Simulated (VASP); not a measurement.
# TiAl (Pmmm) in VASP: further runs

Runs on TiAl. Level: LDA. Tasks: single point.

Program: VASP 6.6.1. These are calculated values, not measurements. Logs are shortened: lines on timing, memory, paths and dates and some standing lists are left out, and cuts for length are marked.

**1. The cell of the first run**

Symmetry: Pmmm, No. 47, orthorhombic system. The conventional cell has a = 2.866 Å, b = 3.038 Å, c = 3.124 Å, α = 90.00°, β = 90.00°, γ = 90.00°. Ti (site symmetry mmm) has 8 Al at 2.61 Å and 6 Ti at 2.87 to 3.12 Å within 3.4 Å. Within 3.4 Å of Al (site symmetry mmm) lie 8 Ti at 2.61 Å and 6 Al at 2.87 to 3.12 Å.

**2. Single point, LDA (normal strain along x -0.0825, normal strain along y -0.0275)**

Contents of INCAR:

```
SYSTEM = TiAl
PREC = Accurate
ENCUT = 520
EDIFF = 1E-7
ISMEAR = 0
SIGMA = 0.15
LREAL = .False.
LASPH = .True.
NELM = 80
ALGO = Fast
ISIF = 2
LWAVE = .False.
LCHARG = .True.
LELF = .True.
LVHAR = .True.
NBANDS = 14
```

Contents of KPOINTS:

```
regular mesh
0
Gamma
  14 14 14
  0 0 0
```

Contents of POSCAR:

```
TiAl
1.0
    2.8663491144      0.0000000000      0.0000000000
    0.0000000000      3.0381738569      0.0000000000
    0.0000000000      0.0000000000      3.1240862282
Ti Al
1 1
Direct
    0.0000000000      0.0000000000      0.0000000000
    0.5000000000      0.5000000000      0.5000000000
```

Potentials or basis: VASP PAW LDA potentials, release 64 (Ti_sv, Al).

The run is started by

```bash
cat potpaw_LDA.64/Ti_sv/POTCAR potpaw_LDA.64/Al/POTCAR > POTCAR
mpirun -np 1 vasp_std > vasp.out
```

OUTCAR:

```text
SYSTEM = TiAl
   PREC = Accurate
   ENCUT = 520
   EDIFF = 1E-7
   ISMEAR = 0
   LREAL = .False.
   LASPH = .True.
   NELM = 80
   ISIF = 2

 ion  position               nearest neighbor table
   1  0.000  0.000  0.000-   2 2.61   2 2.61   2 2.61   2 2.61   2 2.61   2 2.61   2 2.61   2 2.61

   2  0.500  0.500  0.500-   1 2.61   1 2.61   1 2.61   1 2.61   1 2.61   1 2.61   1 2.61   1 2.61

  LATTYP: Found a simple orthorhombic cell.
 ALAT       =     2.8663491144
 B/A-ratio  =     1.0599455041
 C/A-ratio  =     1.0899182561

  Lattice vectors:

 A1 = (   2.8663491144,   0.0000000000,   0.0000000000)
 A2 = (   0.0000000000,   3.0381738569,   0.0000000000)
 A3 = (   0.0000000000,   0.0000000000,   3.1240862282)

Analysis of symmetry for initial positions (statically):
=====================================================================
 Subroutine PRICEL returns:
 Original cell was already a primitive cell.

 Routine SETGRP: Setting up the symmetry group for a
 simple orthorhombic supercell.

 Subroutine GETGRP returns: Found  8 space group operations
 (whereof  8 operations were pure point group operations)
 out of a pool of  8 trial point group operations.

The static configuration has the point symmetry D_2h.

Analysis of symmetry for dynamics (positions and initial velocities):
=====================================================================
 Subroutine PRICEL returns:
 Original cell was already a primitive cell.

 Routine SETGRP: Setting up the symmetry group for a
 simple orthorhombic supercell.

 Subroutine GETGRP returns: Found  8 space group operations
 (whereof  8 operations were pure point group operations)
 out of a pool of  8 trial point group operations.

The dynamic configuration has the point symmetry D_2h.

 Subroutine INISYM returns: Found  8 space group operations
 (whereof  8 operations are pure point group operations),
 and found     1 'primitive' translations

----------------------------------------------------------------------------------------

                                     Primitive cell

  volume of cell :      27.2060

  direct lattice vectors                    reciprocal lattice vectors
     2.866349114  0.000000000  0.000000000     0.348875856  0.000000000  0.000000000
     0.000000000  3.038173857  0.000000000     0.000000000  0.329145088  0.000000000
     0.000000000  0.000000000  3.124086228     0.000000000  0.000000000  0.320093598

  length of vectors
     2.866349114  3.038173857  3.124086228     0.348875856  0.329145088  0.320093598

[... 87 lines left out ...]
   ISYM   =      2    0-nonsym 1-usesym 2-fastsym
   POTIM  = 0.5000    time-step for ionic-motion
   TEBEG  =    0.0;   TEEND  =   0.0 temperature during run
   PSTRESS=    0.0 pullay stress
   NELECT =      15.0000    total number of electrons
   NUPDOWN=      -1.0000    fix difference up-down
   EMIN   =  10.00;   EMAX   =-10.00  energy-range for DOS
   EFERMI =   0.00;   METHOD = LEGACY
   ISMEAR =     0;   SIGMA  =   0.15  broadening in eV -4-tet -1-fermi 0-gaus
   EFERMI_NEDOS =   21; number of points for ismear=-14 and -15
   IALGO  =     68    algorithm
   IMIX   =      4    mixing-type and parameters
     AMIX     =   0.40;   BMIX     =  1.00
     AMIX_MAG =   1.60;   BMIX_MAG =  1.00
  volume/ion in A,a.u.               =      13.60        91.80
  Fermi-wavevector in a.u.,A,eV,Ry     =   1.342405  2.536778 24.518408  1.802052
  Thomas-Fermi vector in A             =   2.470562
   LORBIT       =      0    0 simple, 1 ext, 2 COOP (PROOUT), +10 PAW based schemes
   GGA     = CA    functional components
   LHFCALC =     F    Hartree Fock is set to
   AEXX    =    0.0000 exact exchange contribution
   IVDW    =     0    specifies the selected vdW correction
   LEPSILON=     F    determine dielectric tensor
   LRPA    =     F    only Hartree local field effects (RPA)
 non-spin polarized calculation
 RMM-DIIS sequential band-by-band and
 Gauss-broadening in eV      SIGMA  =   0.15
  energy-cutoff  :      520.00
  volume of cell :       27.21
 maximum number of plane-waves:       748
 NGX is ok and might be reduce to    24
   NGX = 11   NGY = 11   NGZ = 11

 number of electron      15.0000000 magnetization

 Free energy of the ion-electron system (eV)
  ---------------------------------------------------
  ext. energy  EPLUGINS =         0.00000000
  ---------------------------------------------------
  free energy    TOTEN  =       -13.15239302 eV

  energy without entropy =      -13.12846789  energy(sigma->0) =      -13.14043045

 E-fermi :  10.3444     XC(G=0): -12.0584

 val. band max:       10.3422511908   @ k =   0.3571   0.0000   0.0714
 cond. band min:      10.3453764565   @ k =   0.3571   0.1429   0.1429
 fundamental gap:      0.0031252657
 Fermi energy:        10.3444007108

 k-point     1 :       0.0000    0.0000    0.0000
  band No.  band energies     occupation
      1     -45.4652      2.00000
      2     -22.0906      2.00000
      3     -22.0471      2.00000
      4     -21.9158      2.00000
      5       0.4727      2.00000
      6       8.4118      2.00000
      7       8.6480      2.00000
      8      12.2571      0.00000
      9      12.6631      0.00000
     10      12.8050      0.00000
     11      14.5970      0.00000
     12      15.3888      0.00000
     13      17.2401      0.00000
     14      20.0635      0.00000
[... 377 lines left out ...]
      1     -45.4039      2.00000
      2     -22.3836      2.00000
      3     -22.0519      2.00000
      4     -22.0364      2.00000
      5       4.8726      2.00000
      6       5.2866      2.00000
      7       9.9478      1.99982
      8      10.0275      1.99719
      9      10.1729      1.89418
     10      12.2261      0.00000
     11      14.6856      0.00000
     12      17.4729      0.00000
     13      19.0609      0.00000
     14      20.7093      0.00000

 [... further k-points ...]
[... 5 lines left out ...]
  --------------------------------------------------------------------------------------
  -------------------------------------------------------------------------------------
  Total        2.9800964      2.8254670      3.5506306      0.0000000      0.0000000      0.0000000
  in kB      175.4996187    166.3933999    209.0987081      0.0000000      0.0000000      0.0000000
  external PRESSURE =     183.6639089 kB  Pullay stress =       0.0000000 kB

 VOLUME and BASIS-vectors are now :
 -----------------------------------------------------------------------------
  energy-cutoff  :      520.00
  volume of cell :       27.21
      direct lattice vectors                 reciprocal lattice vectors
     2.866349114  0.000000000  0.000000000     0.348875856  0.000000000  0.000000000
     0.000000000  3.038173857  0.000000000     0.000000000  0.329145088  0.000000000
     0.000000000  0.000000000  3.124086228     0.000000000  0.000000000  0.320093598

 POSITION                                       TOTAL-FORCE (eV/Angst)
 -----------------------------------------------------------------------------------
      0.00000      0.00000      0.00000         0.000000      0.000000      0.000000
      1.43317      1.51909      1.56204         0.000000      0.000000      0.000000
 -----------------------------------------------------------------------------------
    total drift:                                0.000000      0.000000      0.000000

  FREE ENERGIE OF THE ION-ELECTRON SYSTEM (eV)
  ---------------------------------------------------
  free  energy   TOTEN  =       -13.1523930162 eV

  energy  without entropy=      -13.1284678909  energy(sigma->0) =      -13.14043045
```

It took 1.9 min on 1 thread of Intel Xeon 6975P-C (Granite Rapids), shared host; peak memory 0.29 GiB.

Results:

```
Free energy : -13.1524 eV
Pressure    : 18.4 GPa
```

Levels at points of the mesh, in eV from the Fermi level:
| k point | band 4 | band 5 | band 6 | band 7 | band 8 | band 9 | band 10 | band 11 | band 12 | band 13 |
| --- | --- | --- | --- | --- | --- | --- | --- | --- | --- | --- |
| (0.00, 0.00, 0.00) | -32.26 | -9.87 | -1.93 | -1.70 | 1.91 | 2.32 | 2.46 | 4.25 | 5.04 | 6.90 |
| (0.50, 0.00, 0.00) | -32.34 | -5.54 | -5.43 | -0.54 | -0.28 | 0.08 | 2.31 | 4.46 | 6.77 | 9.48 |
| (0.00, 0.50, 0.00) | -32.24 | -6.20 | -5.57 | -0.75 | -0.32 | 0.85 | 2.56 | 3.67 | 6.70 | 9.44 |
| (0.50, 0.50, 0.00) | -32.36 | -5.19 | -1.94 | -1.52 | -1.52 | 0.36 | 0.55 | 3.62 | 6.31 | 6.40 |
| (0.00, 0.00, 0.50) | -32.24 | -6.49 | -5.61 | -0.81 | 0.04 | 0.85 | 2.65 | 3.28 | 6.82 | 10.13 |
| (0.50, 0.00, 0.50) | -32.32 | -5.35 | -2.17 | -1.56 | -1.56 | 0.58 | 0.84 | 3.39 | 6.20 | 6.22 |
| (0.00, 0.50, 0.50) | -32.22 | -5.75 | -2.31 | -2.12 | -1.69 | 1.25 | 1.31 | 3.18 | 5.36 | 6.03 |
| (0.50, 0.50, 0.50) | -32.56 | -3.57 | -3.56 | -3.54 | 1.71 | 3.32 | 3.37 | 3.55 | 3.77 | 3.94 |

Caveat: the cell differs from its parent crystal (normal strain along x -0.0825, normal strain along y -0.0275).

(Part 1 of 2 ends here.)
